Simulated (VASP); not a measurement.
# SiO2 (I4_1/amd) in VASP: notebook, part 2 of 2

VASP 6.6.1.

### 3 Single point, r2SCAN (8.28 Å³/atom)

This run uses another cell than the first one, of 8.28 Å³/atom.

File POSCAR:

```
SiO2
1.0
   -1.7272593628      1.7272593628      4.1606261884
    1.7272593628     -1.7272593628      4.1606261884
    1.7272593628      1.7272593628     -4.1606261884
Si O
2 4
Direct
    0.7500000000      0.2500000000      0.5000000000
    0.0000000000      0.0000000000      0.0000000000
    0.5409502157      0.0409502157      0.5000000000
    0.7909502157      0.7909502157      0.0000000000
    0.2090497843      0.2090497843      0.0000000000
    0.9590497843      0.4590497843      0.5000000000
```

File INCAR.step1:

```
  ALGO = Normal
  EDIFF = 1E-4
  ENCUT = 520
  GGA = PE
  ISMEAR = 0
  LASPH = T
  LCHARG = F
  LREAL = F
  LWAVE = T
  NBANDS = 25
  NELM = 100
  PREC = Accurate
  SIGMA = 0.01
```

File INCAR.step2:

```
  ALGO = Normal
  EDIFF = 1E-6
  ENCUT = 520
  ISIF = 2
  ISMEAR = 0
  ISTART = 1
  LASPH = T
  LCHARG = F
  LMIXTAU = T
  LREAL = F
  LWAVE = F
  METAGGA = R2SCAN
  NBANDS = 25
  NELM = 100
  PREC = Accurate
  SIGMA = 0.01
```

File KPOINTS:

```
k-points
0
Gamma
  8 8 8
```

Potentials or basis: VASP PAW PBE potentials, release 64 (Si, O).

Run with:

```bash
cat potpaw_PBE.64/Si/POTCAR potpaw_PBE.64/O/POTCAR > POTCAR
cp INCAR.step1 INCAR
mpirun -np 1 vasp_std > vasp.out
cp INCAR.step2 INCAR
mpirun -np 1 vasp_std > vasp.out
```

OUTCAR:

```text
EDIFF = 1E-6
   ENCUT = 520
   ISIF = 2
   ISMEAR = 0
   ISTART = 1
   LASPH = T
   LREAL = F
   METAGGA = R2SCAN
   NELM = 100
   PREC = Accurate

 ion  position               nearest neighbor table
   1  0.750  0.250  0.500-   3 1.74   6 1.74   5 1.76   4 1.76   4 1.76   5 1.76   2 2.70   2 2.70
                             2 2.70   2 2.70
   2  0.000  0.000  0.000-   4 1.74   5 1.74   6 1.76   3 1.76   3 1.76   6 1.76   1 2.70   1 2.70
                             1 2.70   1 2.70
   3  0.541  0.041  0.500-   1 1.74   2 1.76   2 1.76
   4  0.791  0.791  0.000-   2 1.74   1 1.76   1 1.76
   5  0.209  0.209  0.000-   2 1.74   1 1.76   1 1.76
   6  0.959  0.459  0.500-   1 1.74   2 1.76   2 1.76

  LATTYP: Found a body centered tetragonal cell.
 ALAT       =     3.4545187256
 C/A-ratio  =     2.4088022204

  Lattice vectors:

 A1 = (  -1.7272593628,   1.7272593628,   4.1606261884)
 A2 = (   1.7272593628,  -1.7272593628,   4.1606261884)
 A3 = (   1.7272593628,   1.7272593628,  -4.1606261884)

Analysis of symmetry for initial positions (statically):
=====================================================================
 Subroutine PRICEL returns:
 Original cell was already a primitive cell.

 Routine SETGRP: Setting up the symmetry group for a
 body centered tetragonal supercell.

 Subroutine GETGRP returns: Found 16 space group operations
 (whereof  8 operations were pure point group operations)
 out of a pool of 16 trial point group operations.

The static configuration has the point symmetry D_2d.
 The point group associated with its full space group is D_4h.

Analysis of symmetry for dynamics (positions and initial velocities):
=====================================================================
 Subroutine PRICEL returns:
 Original cell was already a primitive cell.

 Routine SETGRP: Setting up the symmetry group for a
 body centered tetragonal supercell.

 Subroutine GETGRP returns: Found 16 space group operations
 (whereof  8 operations were pure point group operations)
 out of a pool of 16 trial point group operations.
[... 133 lines left out ...]
  Thomas-Fermi vector in A             =   2.535677
   LORBIT       =      0    0 simple, 1 ext, 2 COOP (PROOUT), +10 PAW based schemes
   METAGGA = R2SCAN    functional components
   LHFCALC =     F    Hartree Fock is set to
   AEXX    =    0.0000 exact exchange contribution
   IVDW    =     0    specifies the selected vdW correction
   LEPSILON=     F    determine dielectric tensor
   LRPA    =     F    only Hartree local field effects (RPA)
 non-spin polarized calculation
 Gauss-broadening in eV      SIGMA  =   0.01
  energy-cutoff  :      520.00
  volume of cell :       49.65
 maximum number of plane-waves:      1352
   NGX = 17   NGY = 17   NGZ = 17

 number of electron      32.0000008 magnetization

 Free energy of the ion-electron system (eV)
  ---------------------------------------------------
  ext. energy  EPLUGINS =         0.00000000
  ---------------------------------------------------
  free energy    TOTEN  =       -58.29822070 eV

  energy without entropy =      -58.29822070  energy(sigma->0) =      -58.29822070

 E-fermi :   6.1898     XC(G=0): -12.3338

 val. band max:        6.0522361383   @ k =   0.2500   0.2500   0.2500
 cond. band min:      13.8185203510   @ k =   0.0000   0.0000   0.0000
 fundamental gap:      7.7662842127
 Fermi energy:         6.1897528794

 k-point     1 :       0.0000    0.0000    0.0000
  band No.  band energies     occupation
      1     -16.8348      2.00000
      2     -13.7018      2.00000
      3     -12.6070      2.00000
      4     -11.7404      2.00000
      5      -1.9272      2.00000
      6      -1.9272      2.00000
[... 661 lines left out ...]
     24      21.7987      0.00000
     25      21.8811      0.00000

 [... further k-points ...]

------------------------ aborting loop because EDIFF is reached ----------------------------------------

  FORCE on cell =-STRESS in cart. coord.  units (eV):
  Direction    XX          YY          ZZ          XY          YZ          ZX
  --------------------------------------------------------------------------------------
  -------------------------------------------------------------------------------------
  Total        2.9188376      2.9188376      3.7300490      0.0000000      0.0000000      0.0000000
  in kB       94.1860794     94.1860794    120.3625323      0.0000000      0.0000000      0.0000000
  external PRESSURE =     102.9115637 kB  Pullay stress =       0.0000000 kB

 VOLUME and BASIS-vectors are now :
 -----------------------------------------------------------------------------
  energy-cutoff  :      520.00
  volume of cell :       49.65
      direct lattice vectors                 reciprocal lattice vectors
    -1.727259363  1.727259363  4.160626188     0.000000000  0.289475924  0.120174218
     1.727259363 -1.727259363  4.160626188     0.289475924  0.000000000  0.120174218
     1.727259363  1.727259363 -4.160626188     0.289475924  0.289475924  0.000000000

 POSITION                                       TOTAL-FORCE (eV/Angst)
 -----------------------------------------------------------------------------------
      0.00000      1.72726      2.08031         0.000000      0.000000     -0.000000
      0.00000      0.00000      0.00000         0.000000      0.000000     -0.000000
      0.00000      1.72726      0.34076         0.000000     -0.000000     -0.328029
      0.00000      0.00000      6.58170        -0.000000      0.000000     -0.328029
      0.00000      0.00000      1.73956        -0.000000      0.000000      0.328029
      0.00000      1.72726      3.81987         0.000000     -0.000000      0.328029
 -----------------------------------------------------------------------------------
    total drift:                               -0.000000     -0.000000      0.000000

  FREE ENERGIE OF THE ION-ELECTRON SYSTEM (eV)
  ---------------------------------------------------
  free  energy   TOTEN  =       -58.2982207033 eV

  energy  without entropy=      -58.2982207033  energy(sigma->0) =      -58.29822070
```

OUTCAR.step1:

```text
EDIFF = 1E-4
   ENCUT = 520
   GGA = PE
   ISMEAR = 0
[... 913 lines left out ...]
      0.00000      1.72726      0.34076         0.000000      0.000000     -0.428717
      0.00000      0.00000      6.58170         0.000000      0.000000     -0.428717
      0.00000      0.00000      1.73956         0.000000      0.000000      0.428717
      0.00000      1.72726      3.81987         0.000000      0.000000      0.428717
 -----------------------------------------------------------------------------------
    total drift:                               -0.000000     -0.000000      0.000000

  FREE ENERGIE OF THE ION-ELECTRON SYSTEM (eV)
  ---------------------------------------------------
  free  energy   TOTEN  =       -45.8516821259 eV

  energy  without entropy=      -45.8516821259  energy(sigma->0) =      -45.85168213
```

OSZICAR.step1:

```text
N       E                     dE             d eps       ncg     rms          rms(c)
DAV:   1     0.142094851475E+03    0.14209E+03   -0.17531E+04  2966   0.122E+03
DAV:   2    -0.435308629556E+02   -0.18563E+03   -0.17883E+03  3742   0.285E+02
DAV:   3    -0.507125804831E+02   -0.71817E+01   -0.71526E+01  3961   0.539E+01
DAV:   4    -0.507636096104E+02   -0.51029E-01   -0.51011E-01  3377   0.524E+00
DAV:   5    -0.507640636784E+02   -0.45407E-03   -0.45399E-03  3922   0.472E-01    0.184E+01
DAV:   6    -0.458235968058E+02    0.49405E+01   -0.13590E+01  3558   0.250E+01    0.862E+00
DAV:   7    -0.458356345361E+02   -0.12038E-01   -0.71352E-01  3747   0.510E+00    0.300E+00
DAV:   8    -0.458446327152E+02   -0.89982E-02   -0.25289E-02  3515   0.142E+00    0.114E+00
DAV:   9    -0.458512858458E+02   -0.66531E-02   -0.11446E-02  3410   0.891E-01    0.268E-01
DAV:  10    -0.458516825298E+02   -0.39668E-03   -0.78247E-04  3837   0.197E-01    0.606E-02
DAV:  11    -0.458516821259E+02    0.40389E-06   -0.94245E-05  2372   0.768E-02
   1 F= -.45851682E+02 E0= -.45851682E+02  d E =-.292274E-24
```

Wall time 9 min (1 thread of Intel Xeon 8259CL, shared host); peak memory 0.24 GiB.

Results:

| Quantity | Value |
| --- | --- |
| Free energy | -58.2982 eV |
| Pressure | 10.3 GPa |
| Largest force | 0.328 eV/Å |
| Band gap on the k mesh | 7.77 eV (least direct gap 8.55 eV) |

Forces on the atoms (eV/Å):
```
Si   0.000  0.000  0.000
Si   0.000  0.000  0.000
O    0.000  0.000 -0.328
O    0.000  0.000 -0.328
O    0.000  0.000  0.328
O    0.000  0.000  0.328
```

Caveat: the cell stands under pressure; the PAW data sets were made with another functional, which shifts forces and pressure a little. A k mesh can miss the band edges.
